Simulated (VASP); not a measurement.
Write the native input for VASP 6.6.1 that does the following.

```yaml
Task: relaxation of cell and atoms
Functional: PBEsol
Potentials_or_basis: VASP PAW PBE potentials, release 64 (Te)
Cutoff: 600 eV
k_mesh: 7 × 7 × 5
Occupations: fermi-dirac, width 0.05 eV
Spin: no spin polarisation
Dipole_correction: no
Further_INCAR_settings: ALGO = Normal; EDIFF = 1e-06; IBRION = 2; EDIFFG = -0.01; NSW = 80; ISIF = 3
```

The structure of Te lies in POSCAR:

```
Te
1.0
    4.4540000000      0.0000000000      0.0000000000
   -2.2270000000      3.8572771485      0.0000000000
    0.0000000000      0.0000000000      5.9240000000
Te
3
Direct
    0.7310000000      0.7310000000      0.0000000000
    0.0000000000      0.2690000000      0.6666666667
    0.2690000000      0.0000000000      0.3333333333
```

One way to write it, as run:

INCAR

```
PREC     = Accurate       # precision mode
ENCUT    = 600            # plane-wave cutoff, eV
EDIFF    = 1E-6           # SCF threshold, eV
ISMEAR   = -1             # smearing method
SIGMA    = 0.05           # smearing width, eV
LREAL    = False          # projectors in reciprocal space
LASPH    = True           # aspherical terms in the spheres
NELM     = 60             # most SCF steps
ALGO     = Normal         # electronic algorithm
ISIF     = 3              # what is computed and relaxed
LWAVE    = False          # write WAVECAR
LCHARG   = False          # write CHGCAR
GGA      = PS             # functional
IBRION   = 2              # ionic algorithm
NSW      = 80             # ionic steps
EDIFFG   = -0.01          # ionic threshold
```

KPOINTS

```
Automatic mesh
0
Gamma
  7 7 5
```

Potentials or basis: VASP PAW PBE potentials, release 64 (Te).

Launch:

```bash
$ cat potpaw_PBE.64/Te/POTCAR > POTCAR
$ mpirun -np 1 vasp_std > vasp.out
```

Results of the run:

* Relaxed volume: 32.10 Å³/atom
* Relaxed cell: a = 4.323 Å, b = 4.323 Å, c = 5.951 Å, α = 90.00°, β = 90.00°, γ = 120.00°
* Space group after relaxing (to 0.05 Å): P3_121 (No. 152)
* Energy gained by relaxing: 10.7 meV/atom
* Ionic steps: 10
* Pressure after relaxing: 0.0 GPa
* Largest force after relaxing: 0.006 eV/Å
* Band gap on the k mesh: 0.45 eV, indirect (least direct gap 0.61 eV)

Caveat: the PAW data sets were made with another functional, which shifts forces and pressure a little; spin-orbit coupling is left out, which moves the levels of the heavy elements.

Run time: 2.9 min on 1 thread of Intel(R) Xeon(R) Platinum 8375C CPU @ 2.90GHz (Ice Lake), on a shared host, peak memory 0.27 GiB.
